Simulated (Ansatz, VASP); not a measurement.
**One calculation of In, two programs**

```
In
1.0
    -1.80722    1.80722    1.80722
     1.80722   -1.80722    1.80722
     1.80722    1.80722   -1.80722
In
1
Direct
  0.00000 0.00000 0.00000
```

Change from the starting cell: strain -0.040 along x and y, -0.040 along z, atoms carried along.

Alike in both runs: task single point; functional PBE; k mesh 18 × 18 × 18; occupations gaussian, width 0.15 eV; no spin polarisation.

|  | VASP | Ansatz |
| --- | --- | --- |
| version | VASP 6.6.1 | Ansatz 0.2.0 |
| potentials or method | VASP PAW PBE potentials, release 64 (In_d), cutoff 520 eV | scalar-relativistic, plane waves, PAW |
| valence electrons in the cell | 13 | 13 |

|  | VASP | Ansatz | Ansatz less VASP |
| --- | --- | --- | --- |
| gap on the k mesh at the Fermi level (eV) | none | none | - |
| pressure (GPa) | 8.5 | 8.5 | +0.03 |

A gap of «none» marks a metal or a gap that the smearing closes. With one functional, cell and mesh, what is left measures potentials, basis and numerics.
